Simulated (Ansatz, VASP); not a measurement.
**TiO2, level by level in two programs**

```
Ti O
1.0
     4.63030    0.00000    0.00000
     0.00000    4.63030    0.00000
     0.00000    0.00000    2.97881
Ti O
2 4
Direct
  0.00000 0.00000 0.50000
  0.50000 0.50000 0.00000
  0.30432 0.30432 0.50000
  0.19568 0.80432 0.00000
  0.80432 0.19568 0.00000
  0.69568 0.69568 0.50000
```

Single points on this cell with VASP 6.6.1 and Ansatz 0.2.0. Each row is one pair of runs. Alike in all rows: spin: off; k mesh: 6 × 6 × 9; smearing: fermi-dirac, width 0.05 eV.

| level | VASP's potentials, cutoff | Ansatz's potentials, cutoff | gap on the k mesh at the Fermi level (eV), VASP | gap on the k mesh at the Fermi level (eV), Ansatz | least direct gap on the mesh (eV), VASP | least direct gap on the mesh (eV), Ansatz | pressure (GPa), VASP | pressure (GPa), Ansatz |
| --- | --- | --- | --- | --- | --- | --- | --- | --- |
| PBE | VASP PAW PBE potentials, release 64 (Ti_sv, O), 520 eV | Ansatz PAW earlier set, 930 eV | 1.79 | 1.81 | 1.79 | 1.81 | 0.2 | -0.4 |
| LDA | VASP PAW LDA potentials, release 64 (Ti_sv, O), 520 eV | Ansatz PAW, 420 eV | 1.71 | 1.73 | 1.71 | 1.73 | -12.2 | -13.3 |
| PBE+D4 | VASP PAW PBE potentials, release 64 (Ti_sv, O), 520 eV | Ansatz PAW, 420 eV | 1.79 | 1.82 | 1.79 | 1.82 | -3.6 | -4.3 |

Gap on the k mesh at the fermi level (eV): the two programs differ by at most 0.026; least direct gap on the mesh (eV): the two programs differ by at most 0.026; pressure (GPa): the two programs differ by at most 1.07.

Noted on Ansatz's runs: odd divisions of the mesh miss points on the zone boundary, where band edges often lie, so the gap on the mesh can be too wide; Pulay correction over one GPa.
